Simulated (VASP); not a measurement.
# Mo2H3 (P6mm) in VASP: single point with PBE

Aim: the single point of Mo2H3 with PBE.

All numbers are computed with VASP 6.6.1; they aren't measurements. Logs are shortened: lines on timing, memory, paths and dates and some standing lists are left out, and cuts for length are marked.

## (1) The cell of the first run

It takes space group P6mm (No. 183, hexagonal). Conventional cell: a = 3.493 Å, b = 3.493 Å, c = 6.025 Å, α = 90.00°, β = 90.00°, γ = 120.00°. Within 2.3 Å of H (site symmetry 2mm) lie 4 H at 1.75 Å and 2 Mo at 1.96 Å. Within 2.6 Å of Mo (site symmetry 6mm) lie 6 H at 1.96 Å and 1 Mo at 2.53 Å. Within 3.3 Å of Mo (site symmetry 6mm) lie 1 Mo at 2.53 Å and 6 H at 3.13 Å.

## (2) Single point, PBE

The input, INCAR:

```
PREC     = Accurate       # precision mode
ENCUT    = 520            # plane-wave cutoff, eV
EDIFF    = 1E-6           # SCF threshold, eV
ISMEAR   = 0              # smearing method
SIGMA    = 0.1            # smearing width, eV
LREAL    = F              # projectors in reciprocal space
LASPH    = T              # aspherical terms in the spheres
NELM     = 60             # most SCF steps
ALGO     = Normal         # electronic algorithm
ISIF     = 2              # what is computed and relaxed
LWAVE    = F              # write WAVECAR
LCHARG   = F              # write CHGCAR
GGA      = PE             # functional
NBANDS   = 24             # bands
```

The input, KPOINTS:

```
regular mesh
0
Gamma
  6 6 4
```

The input, POSCAR:

```
Mo2H3
1.0
    3.4928938400      0.0000000000      0.0000000000
   -1.7464469200      3.0249348000      0.0000000000
    0.0000000000      0.0000000000      6.0245199400
H Mo
3 2
Direct
    0.5000000000      0.0000000000      0.0524413200
    0.0000000000      0.5000000000      0.0524413200
    0.5000000000      0.5000000000      0.0524413200
    0.0000000000      0.0000000000      0.9030306700
    0.0000000000      0.0000000000      0.4828273300
```

Potentials or basis: VASP PAW PBE potentials, release 64 (H, Mo_sv).

On the command line:

```
$ cat potpaw_PBE.64/H/POTCAR potpaw_PBE.64/Mo_sv/POTCAR > POTCAR
$ mpirun -np 1 vasp_std > vasp.out
```

OUTCAR:

```text
PREC = Accurate
   ENCUT = 520
   EDIFF = 1E-6
   ISMEAR = 0
   LREAL = F
   LASPH = T
   NELM = 60
   ISIF = 2
   GGA = PE

 ion  position               nearest neighbor table
   1  0.500  0.000  0.052-   4 1.96   4 1.96
   2  0.000  0.500  0.052-   4 1.96   4 1.96
   3  0.500  0.500  0.052-   4 1.96   4 1.96
   4  0.000  0.000  0.903-   1 1.96   1 1.96   3 1.96   2 1.96   2 1.96   3 1.96   5 2.53
   5  0.000  0.000  0.483-   4 2.53

  LATTYP: Found a hexagonal cell.
 ALAT       =     3.4928938400
 C/A-ratio  =     1.7247933135

  Lattice vectors:

 A1 = (   3.4928938400,   0.0000000000,   0.0000000000)
 A2 = (  -1.7464469200,   3.0249348000,   0.0000000000)
 A3 = (   0.0000000000,   0.0000000000,   6.0245199400)

Analysis of symmetry for initial positions (statically):
=====================================================================
 Subroutine PRICEL returns:
 Original cell was already a primitive cell.

 Routine SETGRP: Setting up the symmetry group for a
 hexagonal supercell.

 Subroutine GETGRP returns: Found 12 space group operations
 (whereof 12 operations were pure point group operations)
 out of a pool of 24 trial point group operations.

The static configuration has the point symmetry C_6v.

Analysis of symmetry for dynamics (positions and initial velocities):
=====================================================================
 Subroutine PRICEL returns:
 Original cell was already a primitive cell.

 Routine SETGRP: Setting up the symmetry group for a
 hexagonal supercell.

 Subroutine GETGRP returns: Found 12 space group operations
 (whereof 12 operations were pure point group operations)
 out of a pool of 24 trial point group operations.

The dynamic configuration has the point symmetry C_6v.

 Subroutine INISYM returns: Found 12 space group operations
 (whereof 12 operations are pure point group operations),
 and found     1 'primitive' translations

----------------------------------------------------------------------------------------

                                     Primitive cell

  volume of cell :      63.6537

  direct lattice vectors                    reciprocal lattice vectors
     3.492893840  0.000000000  0.000000000     0.286295561  0.165292819  0.000000000
    -1.746446920  3.024934800  0.000000000     0.000000000  0.330585638  0.000000000
     0.000000000  0.000000000  6.024519940     0.000000000  0.000000000  0.165988329

  length of vectors
     3.492893840  3.492893842  6.024519940     0.330585638  0.330585638  0.165988329

  position of ions in fractional coordinates (direct lattice)
     0.500000000  0.000000000  0.052441320
     1.000000000  0.500000000  0.052441320
     0.500000000  0.500000000  0.052441320
     0.000000000  0.000000000  0.903030670
     0.000000000  0.000000000  0.482827330

  ion indices of the primitive-cell ions
   primitive index   ion index
                 1           1
                 2           2
                 3           3
                 4           4
                 5           5

----------------------------------------------------------------------------------------

 KPOINTS: regular mesh

Automatic generation of k-mesh.
 Grid dimensions read from file:
 generate k-points for:    6    6    4

 Generating k-lattice:

  Cartesian coordinates                     Fractional coordinates (reciprocal lattice)
     0.047715927  0.027548803  0.000000000     0.166666667  0.000000000  0.000000000
     0.000000000  0.055097606  0.000000000     0.000000000  0.166666667  0.000000000
     0.000000000  0.000000000  0.041497082     0.000000000  0.000000000  0.250000000

  Length of vectors
     0.055097606  0.055097606  0.041497082

  Shift w.r.t. Gamma in fractional coordinates (k-lattice)
     0.000000000  0.000000000  0.000000000

 Subroutine IBZKPT returns following result:
 ===========================================

 Found     21 irreducible k-points:

 Following reciprocal coordinates:
            Coordinates               Weight
  0.000000  0.000000  0.000000      1.000000
  0.166667 -0.000000  0.000000      6.000000
  0.333333 -0.000000  0.000000      6.000000
  0.500000 -0.000000  0.000000      3.000000
  0.166667  0.166667  0.000000      6.000000
  0.333333  0.166667  0.000000     12.000000
[... 13 lines left out ...]
  0.333333  0.166667  0.500000     12.000000
  0.333333  0.333333  0.500000      2.000000
   k-points           NKPTS =     21   k-points in BZ     NKDIM =     21   number of bands    NBANDS=     24
   number of dos      NEDOS =    301   number of ions     NIONS =      5
   total plane-waves  NPLWV =  37632
   dimension x,y,z NGX =    28 NGY =   28 NGZ =   48
   dimension x,y,z NGXF=    56 NGYF=   56 NGZF=   96
   ions per type =               3   2
   NGX,Y,Z   is equivalent  to a cutoff of  13.33, 13.33, 13.25 a.u.
   NGXF,Y,Z  is equivalent  to a cutoff of  26.65, 26.65, 26.49 a.u.
 SYSTEM =  unknown system
   PREC   = accura    normal or accurate (medium, high low for compatibility)
   ISTART =      0    job   : 0-new  1-cont  2-samecut
   ICHARG =      2    charge: 1-file 2-atom 10-const
   ISPIN  =      1    spin polarized calculation?
   LNONCOLLINEAR =      F non collinear calculations
   LSORBIT =      F    spin-orbit coupling
   LASPH  =      T    aspherical Exc in radial PAW
   ENCUT  =  520.0 eV  38.22 Ry    6.18 a.u.   6.49  6.49 11.20*2*pi/ulx,y,z
   NELM   =     60;   NELMIN=  2; NELMDL= -5     # of ELM steps
   EDIFF  = 0.1E-05   stopping-criterion for ELM
   LREAL  =      F    real-space projection
   EDIFFG = 0.1E-04   stopping-criterion for IOM
   NSW    =      0    number of steps for IOM
   IBRION =     -1    ionic relax: 0-MD 1-quasi-New 2-CG
   NFREE  =      0    steps in history (QN), initial steepest desc. (CG)
   ISIF   =      2    stress and relaxation
   ISYM   =      2    0-nonsym 1-usesym 2-fastsym
   POTIM  = 0.5000    time-step for ionic-motion
   TEBEG  =    0.0;   TEEND  =   0.0 temperature during run
   PSTRESS=    0.0 pullay stress
   NELECT =      31.0000    total number of electrons
   NUPDOWN=      -1.0000    fix difference up-down
   EMIN   =  10.00;   EMAX   =-10.00  energy-range for DOS
   EFERMI =   0.00;   METHOD = LEGACY
   ISMEAR =     0;   SIGMA  =   0.10  broadening in eV -4-tet -1-fermi 0-gaus
   EFERMI_NEDOS =   21; number of points for ismear=-14 and -15
   IALGO  =     38    algorithm
   IMIX   =      4    mixing-type and parameters
     AMIX     =   0.40;   BMIX     =  1.00
     AMIX_MAG =   1.60;   BMIX_MAG =  1.00
  volume/ion in A,a.u.               =      12.73        85.91
  Fermi-wavevector in a.u.,A,eV,Ry     =   1.288015  2.433995 22.571814  1.658982
  Thomas-Fermi vector in A             =   2.419994
   LORBIT       =      0    0 simple, 1 ext, 2 COOP (PROOUT), +10 PAW based schemes
   GGA     = PE    functional components
   LHFCALC =     F    Hartree Fock is set to
   AEXX    =    0.0000 exact exchange contribution
   IVDW    =     0    specifies the selected vdW correction
   LEPSILON=     F    determine dielectric tensor
   LRPA    =     F    only Hartree local field effects (RPA)
 non-spin polarized calculation
 Gauss-broadening in eV      SIGMA  =   0.10
  energy-cutoff  :      520.00
  volume of cell :       63.65
 maximum number of plane-waves:      1738
 NGX is ok and might be reduce to    28
   NGX = 13   NGY = 13   NGZ = 23

 number of electron      30.9999999 magnetization

 Free energy of the ion-electron system (eV)
  ---------------------------------------------------
  ext. energy  EPLUGINS =         0.00000000
  ---------------------------------------------------
  free energy    TOTEN  =       -26.26376590 eV

  energy without entropy =      -26.24833056  energy(sigma->0) =      -26.25604823

 E-fermi :   4.8549     XC(G=0): -10.3234

 val. band max:        4.8391780747   @ k =   0.3333  -0.0000   0.2500
 cond. band min:       4.8655241254   @ k =   0.0000   0.0000   0.0000
 fundamental gap:      0.0263460507
 Fermi energy:         4.8549487664

 k-point     1 :       0.0000    0.0000    0.0000
  band No.  band energies     occupation
      1     -56.0966      2.00000
      2     -55.9486      2.00000
      3     -30.4654      2.00000
      4     -30.1034      2.00000
      5     -30.1034      2.00000
      6     -29.9988      2.00000
[... 16 lines left out ...]
     23      11.1430      0.00000
     24      13.8888      0.00000

 k-point     2 :       0.1667   -0.0000    0.0000
  band No.  band energies     occupation
      1     -56.0942      2.00000
      2     -55.9461      2.00000
      3     -30.4604      2.00000
      4     -30.1371      2.00000
      5     -30.1119      2.00000
      6     -30.0274      2.00000
[... 16 lines left out ...]
     23      10.7643      0.00000
     24      14.6065      0.00000

 k-point     3 :       0.3333   -0.0000    0.0000
  band No.  band energies     occupation
      1     -56.0896      2.00000
      2     -55.9411      2.00000
      3     -30.4504      2.00000
      4     -30.2045      2.00000
      5     -30.1288      2.00000
      6     -30.0835      2.00000
[... 16 lines left out ...]
     23       9.4742      0.00000
     24      12.3563      0.00000
[... 433 lines left out ...]
 k-point    20 :       0.3333    0.1667    0.5000
  band No.  band energies     occupation
      1     -56.0854      2.00000
      2     -55.9405      2.00000
      3     -30.4098      2.00000
      4     -30.2172      2.00000
      5     -30.1510      2.00000
      6     -30.1011      2.00000
[... 16 lines left out ...]
     23      10.2472      0.00000
     24      12.2109      0.00000

 k-point    21 :       0.3333    0.3333    0.5000
  band No.  band energies     occupation
      1     -56.0842      2.00000
      2     -55.9393      2.00000
      3     -30.4076      2.00000
      4     -30.1946      2.00000
      5     -30.1946      2.00000
      6     -30.0822      2.00000
[... 16 lines left out ...]
     23      10.4747      0.00000
     24      10.4747      0.00000

------------------------ aborting loop because EDIFF is reached ----------------------------------------

  FORCE on cell =-STRESS in cart. coord.  units (eV):
  Direction    XX          YY          ZZ          XY          YZ          ZX
  --------------------------------------------------------------------------------------
  -------------------------------------------------------------------------------------
  Total       -8.0909741     -8.0909741    -12.0605016      0.0000000      0.0000000      0.0000000
  in kB     -203.6514674   -203.6514677   -303.5652829      0.0000000      0.0000000      0.0000000
  external PRESSURE =    -236.9560727 kB  Pullay stress =       0.0000000 kB

 VOLUME and BASIS-vectors are now :
 -----------------------------------------------------------------------------
  energy-cutoff  :      520.00
  volume of cell :       63.65
      direct lattice vectors                 reciprocal lattice vectors
     3.492893840  0.000000000  0.000000000     0.286295561  0.165292819  0.000000000
    -1.746446920  3.024934800  0.000000000     0.000000000  0.330585638  0.000000000
     0.000000000  0.000000000  6.024519940     0.000000000  0.000000000  0.165988329

 POSITION                                       TOTAL-FORCE (eV/Angst)
 -----------------------------------------------------------------------------------
      1.74645      0.00000      0.31593         0.000000      0.000000     -0.650866
     -0.87322      1.51247      0.31593         0.000000     -0.000000     -0.650866
      0.87322      1.51247      0.31593         0.000000     -0.000000     -0.650866
      0.00000      0.00000      5.44033        -0.000000      0.000000     -0.655425
      0.00000      0.00000      2.90880         0.000000     -0.000000      2.608022
 -----------------------------------------------------------------------------------
    total drift:                               -0.000000     -0.000000      0.000399

  FREE ENERGIE OF THE ION-ELECTRON SYSTEM (eV)
  ---------------------------------------------------
  free  energy   TOTEN  =       -26.2637658990 eV

  energy  without entropy=      -26.2483305581  energy(sigma->0) =      -26.25604823
```

It took 56 s on 1 thread of AMD EPYC 7R13, shared host; peak memory 0.16 GiB.

What came out:

```yaml
Free_energy: -26.2638 eV
Pressure: -23.7 GPa
Largest_force: 2.608 eV/Å
```

Forces in eV/Å, atoms in the order of the input:
```
H    0.000  0.000 -0.651
H    0.000  0.000 -0.651
H    0.000  0.000 -0.651
Mo   0.000  0.000 -0.655
Mo   0.000  0.000  2.608
```

Caveat: forces of over 1 eV/Å act on the atoms, so gaps and moduli don't describe the material at rest.
